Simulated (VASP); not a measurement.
# SnO in VASP: single point with PBE+D3(BJ)

Aim: the single point of SnO with PBE+D3(BJ).

Program: VASP 6.6.1. These are calculated values, not measurements. Logs are shortened: lines on timing, memory, paths and dates and some standing lists are left out, and cuts for length are marked.

### 1 The cell of the first run

The typed cell holds 8 atoms: a = 3.837 Å, b = 3.837 Å, c = 9.527 Å, α = 90.00°, β = 90.00°, γ = 90.00°.

### 2 Single point, PBE+D3(BJ)

File INCAR:

```
ALGO = Normal
EDIFF = 1E-7
ENCUT = 520
GGA = PE
ISIF = 2
ISMEAR = 0
IVDW = 12
LASPH = T
LCHARG = F
LREAL = F
LWAVE = F
NBANDS = 50
NELM = 80
PREC = Accurate
SIGMA = 0.1
```

File KPOINTS:

```
k-points
0
Gamma
  10 10 4
```

File POSCAR:

```
SnO
1.0
    2.7131243500     -2.7131038046      0.0000000000
    2.7131243500      2.7131038046      0.0000000000
    0.0000000000      0.0000000000      9.5271433928
Sn O
4 4
Direct
    0.7500095965      0.2499904035      0.8716241898
    0.2499904035      0.7500095965      0.1283758102
    0.7499904035      0.2500095965      0.3716241898
    0.2500095965      0.7499904035      0.6283758102
    0.2500040677      0.2499959323      0.2500000000
    0.7499959323      0.7500040677      0.7500000000
    0.2499959323      0.2500040677      0.7500000000
    0.7500040677      0.7499959323      0.2500000000
```

Potentials or basis: VASP PAW PBE potentials, release 64 (Sn_d, O).

Command:

```sh
> cat potpaw_PBE.64/Sn_d/POTCAR potpaw_PBE.64/O/POTCAR > POTCAR
> mpirun -np 1 vasp_std > vasp.out
```

OUTCAR:

```text
EDIFF = 1E-7
   ENCUT = 520
   GGA = PE
   ISIF = 2
   ISMEAR = 0
   IVDW = 12
   LASPH = T
   LREAL = F
   NELM = 80
   PREC = Accurate
 IVDW          = 12

 ion  position               nearest neighbor table
   1  0.750  0.250  0.872-   6 2.24   7 2.24   6 2.24   7 2.24   4 3.57   4 3.57   4 3.57   4 3.57
                             2 3.65   2 3.65   2 3.65   2 3.65
   2  0.250  0.750  0.128-   5 2.24   8 2.24   8 2.24   5 2.24   3 3.57   3 3.57   3 3.57   3 3.57
                             1 3.65   1 3.65   1 3.65   1 3.65
   3  0.750  0.250  0.372-   5 2.24   8 2.24   5 2.24   8 2.24   2 3.57   2 3.57   2 3.57   2 3.57
                             4 3.65   4 3.65   4 3.65   4 3.65
   4  0.250  0.750  0.628-   6 2.24   7 2.24   7 2.24   6 2.24   1 3.57   1 3.57   1 3.57   1 3.57
                             3 3.65   3 3.65   3 3.65   3 3.65
   5  0.250  0.250  0.250-   2 2.24   3 2.24   2 2.24   3 2.24
   6  0.750  0.750  0.750-   1 2.24   4 2.24   4 2.24   1 2.24
   7  0.250  0.250  0.750-   1 2.24   4 2.24   1 2.24   4 2.24
   8  0.750  0.750  0.250-   2 2.24   3 2.24   3 2.24   2 2.24

  LATTYP: Found a simple tetragonal cell.
 ALAT       =     3.8369227244
 C/A-ratio  =     2.4830167499

  Lattice vectors:

 A1 = (   2.7131243500,  -2.7131038046,   0.0000000000)
 A2 = (   2.7131243500,   2.7131038046,   0.0000000000)
 A3 = (   0.0000000000,   0.0000000000,   9.5271433928)

Analysis of symmetry for initial positions (statically):
=====================================================================
 Subroutine PRICEL returns:
 Original cell was already a primitive cell.

 Routine SETGRP: Setting up the symmetry group for a
 simple tetragonal supercell.

 Subroutine GETGRP returns: Found  8 space group operations
 (whereof  4 operations were pure point group operations)
 out of a pool of 16 trial point group operations.

The static configuration has the point symmetry C_2h.
 The point group associated with its full space group is D_2h.

Analysis of symmetry for dynamics (positions and initial velocities):
=====================================================================
 Subroutine PRICEL returns:
 Original cell was already a primitive cell.

 Routine SETGRP: Setting up the symmetry group for a
 simple tetragonal supercell.

 Subroutine GETGRP returns: Found  8 space group operations
 (whereof  4 operations were pure point group operations)
 out of a pool of 16 trial point group operations.

The dynamic configuration has the point symmetry C_2h.
 The point group associated with its full space group is D_2h.

 Subroutine INISYM returns: Found  8 space group operations
 (whereof  4 operations are pure point group operations),
 and found     1 'primitive' translations

----------------------------------------------------------------------------------------

                                     Primitive cell

  volume of cell :     140.2584

  direct lattice vectors                    reciprocal lattice vectors
     2.713124350 -2.713103805  0.000000000     0.184289378 -0.184290774  0.000000000
     2.713124350  2.713103805  0.000000000     0.184289378  0.184290774  0.000000000
     0.000000000  0.000000000  9.527143393     0.000000000  0.000000000  0.104963257

  length of vectors
     3.836922724  3.836922724  9.527143393     0.260625525  0.260625525  0.104963257

  position of ions in fractional coordinates (direct lattice)
     0.750009596  0.249990403  0.871624190
     0.249990403  0.750009596  0.128375810
     0.749990403  0.250009596  0.371624190
     0.250009596  0.749990403  0.628375810
     0.250004068  0.249995932  0.250000000
     0.749995932  0.750004068  0.750000000
     0.249995932  0.250004068  0.750000000
     0.750004068  0.749995932  0.250000000

  ion indices of the primitive-cell ions
   primitive index   ion index
                 1           1
                 2           2
                 3           3
                 4           4
                 5           5
                 6           6
                 7           7
                 8           8

----------------------------------------------------------------------------------------

 KPOINTS: k-points

Automatic generation of k-mesh.
 Grid dimensions read from file:
 generate k-points for:   10   10    4

 Generating k-lattice:

  Cartesian coordinates                     Fractional coordinates (reciprocal lattice)
     0.018428938 -0.018429077  0.000000000     0.100000000  0.000000000  0.000000000
     0.018428938  0.018429077  0.000000000     0.000000000  0.100000000  0.000000000
     0.000000000  0.000000000  0.026240814     0.000000000  0.000000000  0.250000000

  Length of vectors
     0.026062553  0.026062553  0.026240814

  Shift w.r.t. Gamma in fractional coordinates (k-lattice)
     0.000000000  0.000000000  0.000000000

 Subroutine IBZKPT returns following result:
 ===========================================

 Found     93 irreducible k-points:

 Following reciprocal coordinates:
            Coordinates               Weight
  0.000000  0.000000  0.000000      1.000000
  0.100000  0.000000  0.000000      4.000000
  0.200000  0.000000  0.000000      4.000000
  0.300000  0.000000  0.000000      4.000000
  0.400000  0.000000  0.000000      4.000000
  0.500000 -0.000000  0.000000      2.000000
[... 16 lines left out ...]
  0.300000  0.300000  0.000000      2.000000
 -0.300000  0.300000  0.000000      2.000000
 [... further k-points ...]
   k-points           NKPTS =     93   k-points in BZ     NKDIM =     93   number of bands    NBANDS=     50
   number of dos      NEDOS =    301   number of ions     NIONS =      8
   total plane-waves  NPLWV =  64800
   dimension x,y,z NGX =    30 NGY =   30 NGZ =   72
   dimension x,y,z NGXF=    60 NGYF=   60 NGZF=  144
   ions per type =               4   4
   NGX,Y,Z   is equivalent  to a cutoff of  13.00, 13.00, 12.56 a.u.
   NGXF,Y,Z  is equivalent  to a cutoff of  26.00, 26.00, 25.13 a.u.
 SYSTEM =  unknown system
   PREC   = accura    normal or accurate (medium, high low for compatibility)
   ISTART =      0    job   : 0-new  1-cont  2-samecut
   ICHARG =      2    charge: 1-file 2-atom 10-const
   ISPIN  =      1    spin polarized calculation?
   LNONCOLLINEAR =      F non collinear calculations
   LSORBIT =      F    spin-orbit coupling
   LASPH  =      T    aspherical Exc in radial PAW
   ENCUT  =  520.0 eV  38.22 Ry    6.18 a.u.   7.13  7.13 17.71*2*pi/ulx,y,z
   NELM   =     80;   NELMIN=  2; NELMDL= -5     # of ELM steps
   EDIFF  = 0.1E-06   stopping-criterion for ELM
   LREAL  =      F    real-space projection
   EDIFFG = 0.1E-05   stopping-criterion for IOM
   NSW    =      0    number of steps for IOM
   IBRION =     -1    ionic relax: 0-MD 1-quasi-New 2-CG
   NFREE  =      0    steps in history (QN), initial steepest desc. (CG)
   ISIF   =      2    stress and relaxation
   ISYM   =      2    0-nonsym 1-usesym 2-fastsym
   POTIM  = 0.5000    time-step for ionic-motion
   TEBEG  =    0.0;   TEEND  =   0.0 temperature during run
   PSTRESS=    0.0 pullay stress
   NELECT =      80.0000    total number of electrons
   NUPDOWN=      -1.0000    fix difference up-down
   EMIN   =  10.00;   EMAX   =-10.00  energy-range for DOS
   EFERMI =   0.00;   METHOD = LEGACY
   ISMEAR =     0;   SIGMA  =   0.10  broadening in eV -4-tet -1-fermi 0-gaus
   EFERMI_NEDOS =   21; number of points for ismear=-14 and -15
   IALGO  =     38    algorithm
   IMIX   =      4    mixing-type and parameters
     AMIX     =   0.40;   BMIX     =  1.00
     AMIX_MAG =   1.60;   BMIX_MAG =  1.00
  volume/ion in A,a.u.               =      17.53       118.31
  Fermi-wavevector in a.u.,A,eV,Ry     =   1.357673  2.565630 25.079297  1.843276
  Thomas-Fermi vector in A             =   2.484572
   LORBIT       =      0    0 simple, 1 ext, 2 COOP (PROOUT), +10 PAW based schemes
   GGA     = PE    functional components
   LHFCALC =     F    Hartree Fock is set to
   AEXX    =    0.0000 exact exchange contribution
   IVDW    =    12    specifies the selected vdW correction
   LEPSILON=     F    determine dielectric tensor
   LRPA    =     F    only Hartree local field effects (RPA)
 non-spin polarized calculation
 Gauss-broadening in eV      SIGMA  =   0.10
  energy-cutoff  :      520.00
  volume of cell :      140.26
 maximum number of plane-waves:      3812
 NGX is ok and might be reduce to    30
   NGX = 15   NGY = 15   NGZ = 35

 number of electron      80.0000027 magnetization

 Free energy of the ion-electron system (eV)
  ---------------------------------------------------
  ext. energy  EPLUGINS =         0.00000000
  ---------------------------------------------------
  free energy    TOTEN  =       -45.38061695 eV

  energy without entropy =      -45.37949328  energy(sigma->0) =      -45.38005511

 E-fermi :   7.1471     XC(G=0): -10.2721

 val. band max:        7.0906491015   @ k =   0.5000   0.5000   0.0000
 cond. band min:       7.3395636009   @ k =   0.5000   0.5000   0.2500
 fundamental gap:      0.2489144994
 Fermi energy:         7.1470721634

 k-point     1 :       0.0000    0.0000    0.0000
  band No.  band energies     occupation
      1     -14.8417      2.00000
      2     -14.8210      2.00000
      3     -14.4610      2.00000
      4     -14.4495      2.00000
      5     -14.4494      2.00000
      6     -14.4404      2.00000
[... 42 lines left out ...]
     49      12.9415      0.00000
     50      12.9415      0.00000

 k-point     2 :       0.1000    0.0000    0.0000
  band No.  band energies     occupation
      1     -14.8359      2.00000
      2     -14.8175      2.00000
      3     -14.4604      2.00000
      4     -14.4477      2.00000
      5     -14.4468      2.00000
      6     -14.4391      2.00000
[... 1158 lines left out ...]
 k-point    24 :      -0.3000    0.3000    0.0000
  band No.  band energies     occupation
      1     -14.7876      2.00000
      2     -14.7746      2.00000
      3     -14.6706      2.00000
      4     -14.6667      2.00000
      5     -14.4344      2.00000
      6     -14.4328      2.00000
[... 42 lines left out ...]
     49      12.6725      0.00000
     50      13.9473      0.00000

 [... further k-points ...]

------------------------ aborting loop because EDIFF is reached ----------------------------------------

 Edisp (eV)   -1.87705

 E8    (eV) :    -0.8145

  FORCE on cell =-STRESS in cart. coord.  units (eV):
  Direction    XX          YY          ZZ          XY          YZ          ZX
  --------------------------------------------------------------------------------------
  -------------------------------------------------------------------------------------
  Total       0.16087     0.16196     0.16716     0.00000     0.00000     0.00000
  in kB       1.83765     1.85011     1.90952     0.00000     0.00000     0.00000
  external pressure =        1.87 kB  Pullay stress =        0.00 kB

 VOLUME and BASIS-vectors are now :
 -----------------------------------------------------------------------------
  energy-cutoff  :      520.00
  volume of cell :      140.26
      direct lattice vectors                 reciprocal lattice vectors
     2.713124350 -2.713103805  0.000000000     0.184289378 -0.184290774  0.000000000
     2.713124350  2.713103805  0.000000000     0.184289378  0.184290774  0.000000000
     0.000000000  0.000000000  9.527143393     0.000000000  0.000000000  0.104963257

 POSITION                                       TOTAL-FORCE (eV/Angst)
 -----------------------------------------------------------------------------------
      2.71312     -1.35660      8.30409         0.000000      0.000273      0.080614
      2.71312      1.35660      1.22305         0.000000     -0.000273     -0.080614
      2.71312     -1.35650      3.54052         0.000000     -0.000273      0.080614
      2.71312      1.35650      5.98663         0.000000      0.000273     -0.080614
      1.35656     -0.00002      2.38179         0.000000      0.000252      0.000000
      4.06969      0.00002      7.14536         0.000000     -0.000252      0.000000
      1.35656      0.00002      7.14536         0.000000     -0.000252      0.000000
      4.06969     -0.00002      2.38179         0.000000      0.000252     -0.000000
 -----------------------------------------------------------------------------------
    total drift:                               -0.000000      0.000000      0.000000

  FREE ENERGIE OF THE ION-ELECTRON SYSTEM (eV)
  ---------------------------------------------------
  free  energy   TOTEN  =       -47.2576633865 eV

  energy  without entropy=      -47.2565397180  energy(sigma->0) =      -47.25710155
```

Wall time 19 min (1 thread of Intel Xeon 8259CL, shared host); peak memory 0.57 GiB.

What came out:

```
Free energy                : -47.2577 eV
Pressure                   : 0.2 GPa
Largest force              : 0.081 eV/Å
Band gap on the k mesh     : 0.01 eV
Dispersion energy per atom : -0.235 eV
```

Forces in eV/Å, atoms in the order of the input:
```
Sn   0.000  0.000  0.081
Sn   0.000  0.000 -0.081
Sn   0.000  0.000  0.081
Sn   0.000  0.000 -0.081
O    0.000  0.000  0.000
O    0.000  0.000  0.000
O    0.000  0.000  0.000
O    0.000  0.000  0.000
```

Caveat: the smearing spreads over this small gap; semilocal functionals underestimate gaps, and a narrow one can read as zero; spin-orbit coupling is left out, which moves the levels of the heavy elements. A k mesh can miss the band edges.

The gap in the log of VASP goes by the Fermi energy; the results here count the filled bands.